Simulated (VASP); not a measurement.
Write the native input for VASP 6.6.1 that does the following.

```yaml
Task: single point
Functional: PBE
Potentials_or_basis: VASP PAW PBE potentials, release 64 (Cd, F)
Cutoff: 520 eV
k_mesh: 8 × 8 × 8
Occupations: gaussian, width 0.01 eV
Spin: non-collinear spin, zero start, spin-orbit coupling
Starting_moments: "[[0.0, 0.0, 0.0], [0.0, 0.0, 0.0], [0.0, 0.0, 0.0]] μB"
Dipole_correction: no
Further_INCAR_settings: ALGO = Normal; EDIFF = 1e-06; NBANDS = 39
```

The structure of CdF2 lies in POSCAR:

```
CdF2
1.0
    0.0000000000      2.6941776783      2.6941776783
    2.6941776783      0.0000000000      2.6941776783
    2.6941776783      2.6941776783      0.0000000000
Cd F
1 2
Direct
    0.0000000000      0.0000000000      0.0000000000
    0.2500000000      0.2500000000      0.2500000000
    0.7500000000      0.7500000000      0.7500000000
```

These files were run (other wordings do the same):

INCAR

```
PREC = Accurate ; ENCUT = 520
EDIFF = 1E-6 ; ISMEAR = 0
SIGMA = 0.01 ; LREAL = False
LASPH = True ; NELM = 150
ALGO = Normal ; ISIF = 2
LWAVE = False ; LCHARG = False
MAGMOM = 0 0 0 0 0 0 0 0 0 ; LORBIT = 11
LSORBIT = True ; GGA_COMPAT = False
LORBMOM = True ; GGA = PE
NBANDS = 39
```

KPOINTS

```
Automatic mesh
0
Gamma
  8 8 8
```

Potentials or basis: VASP PAW PBE potentials, release 64 (Cd, F).

The run is started by

```console
$ cat potpaw_PBE.64/Cd/POTCAR potpaw_PBE.64/F/POTCAR > POTCAR
$ mpirun -np 1 vasp_ncl > vasp.out
```

It gave:

| Property | Result |
| --- | --- |
| Pressure | 6.2 GPa |
| Net moment | 0.00 μB per cell |
| Valence electrons inside the program's atomic spheres | Cd 10.12; F 6.08 |

Caveat: the cell stands under pressure.

Run time: 75 s on 1 thread of AMD EPYC 7R13 Processor (Zen 3), with other jobs on the host, peak memory 0.24 GiB.
